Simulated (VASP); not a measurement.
A run of VASP 6.6.1 is set up as follows.

INCAR

```
SYSTEM = W5O
PREC     = Accurate       ! precision mode
ENCUT    = 520            ! plane-wave cutoff, eV
EDIFF    = 1E-6           ! SCF threshold, eV
ISMEAR   = 0              ! smearing method
SIGMA    = 0.1            ! smearing width, eV
LREAL    = .FALSE.        ! projectors in reciprocal space
LASPH    = .TRUE.         ! aspherical terms in the spheres
NELM     = 60             ! most SCF steps
ALGO     = Fast           ! electronic algorithm
ISIF     = 2              ! what is computed and relaxed
LWAVE    = .FALSE.        ! write WAVECAR
LCHARG   = .FALSE.        ! write CHGCAR
LDIPOL   = .TRUE.       
IDIPOL   = 3            
DIPOL    = 0.5 0.5 0.485
GGA      = PS             ! functional
IBRION   = 2              ! ionic algorithm
NSW      = 90             ! ionic steps
EDIFFG   = -0.03          ! ionic threshold
```

Contents of KPOINTS:

```
regular mesh
0
G
  9 9 1
  0 0 0
```

File POSCAR:

```
W5O
1.0
    3.1543602775      0.0000000000      0.0000000000
    0.0000000000      3.1543602775      0.0000000000
    0.0000000000      0.0000000000     25.3087205550
W O
5 1
Selective dynamics
Direct
    0.5000000000      0.5000000000      0.3358526158  F F F
    0.0000000000      0.0000000000      0.3981702717  F F F
    0.5000000000      0.5000000000      0.4591284179  T T T
    0.0000000000      0.0000000000      0.5233039974  T T T
    0.5000000000      0.5000000000      0.5784891148  T T T
    0.0000000000      0.0000000000      0.6140499800  T T T
```

Potentials or basis: VASP PAW PBE potentials, release 64 (W_sv, O).

Launch:

```console
$ cat potpaw_PBE.64/W_sv/POTCAR potpaw_PBE.64/O/POTCAR > POTCAR
$ mpirun -np 1 vasp_std > vasp.out
```

**Question.** What does it give for the energy gained by relaxing?

**Answer.** 20.6 meV/atom.

**Question.** Predict the band gap on the k mesh.

**Answer.** Zero (bands 38 and 39 overlap by 1.28 eV).

The path:
```
step  energy change (eV)  largest force on free atoms (eV/Å)  pressure (GPa)
   1              0.0000                              1.5153           -3.65
   2             -0.1009                              0.4955           -4.25
   3             -0.1016                              0.4994           -4.29
   4             -0.1178                              0.2167           -4.14
   5             -0.1210                              0.1269           -4.02
   6             -0.1210                              0.1262           -4.03
   7             -0.1219                              0.0552           -3.95
   8             -0.1221                              0.0730           -3.89
   9             -0.1229                              0.0594           -3.84
  10             -0.1237                              0.0712           -3.67
  11             -0.1236                              0.0839           -3.54
  12             -0.1239                              0.0119           -3.61
```

Caveat: the PAW data sets were made with another functional, which shifts forces and pressure a little; spin-orbit coupling is left out, which moves the levels of the heavy elements.
